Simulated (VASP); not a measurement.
Set up this calculation in VASP 6.6.1, as the native input.

- Task: single point
- Functional: BLYP
- Potentials or basis: VASP PAW PBE potentials, release 64 (Al)
- Cutoff: 520 eV
- k mesh: 10 × 10 × 10
- Occupations: fermi-dirac, width 0.1 eV
- Spin: no spin polarisation
- Dipole correction: no
- Further INCAR settings: ALGO = Normal; EDIFF = 1e-07; NBANDS = 10

The structure of Al lies in POSCAR:

```
Al
1.0
    0.0000000000      3.1591517177      3.1591517177
    3.1591517177      0.0000000000      3.1591517177
    3.1591517177      3.1591517177      0.0000000000
Al
2
Direct
    0.1250000000      0.1250000000      0.1250000000
    0.8750000000      0.8750000000      0.8750000000
```

This cell differs from its parent crystal: volume scaled by 1.08.

These files were run (other wordings do the same):

INCAR

```
SYSTEM = Al
  AGGAC = 1.0
  AGGAX = 1.0
  ALDAC = 0.0
  ALDAX = 1.0
  ALGO = Normal
  EDIFF = 1E-7
  ENCUT = 520
  GGA = B5
  ISIF = 2
  ISMEAR = -1
  LASPH = .TRUE.
  LCHARG = .TRUE.
  LELF = .TRUE.
  LREAL = .FALSE.
  LVHAR = .TRUE.
  LWAVE = .FALSE.
  NBANDS = 10
  NELM = 80
  PREC = Accurate
  SIGMA = 0.1
```

KPOINTS

```
k-points
0
G
  10 10 10
  0 0 0
```

Potentials or basis: VASP PAW PBE potentials, release 64 (Al).

Run with:

```console
$ cat potpaw_PBE.64/Al/POTCAR > POTCAR
$ mpirun -np 1 vasp_std > vasp.out
```

It gave:

- Pressure: -1.9 GPa
- Band gap on the k mesh: zero (band 3 reaches 4.26 eV, above the bottom of band 4 at 1.44 eV)

Caveat: the PAW data sets were made with another functional, which shifts forces and pressure a little.

Run time: 38 s on 1 thread of Intel(R) Xeon(R) Platinum 8259CL CPU @ 2.50GHz (Skylake/Cascade Lake) (shared host), peak memory 0.19 GiB.
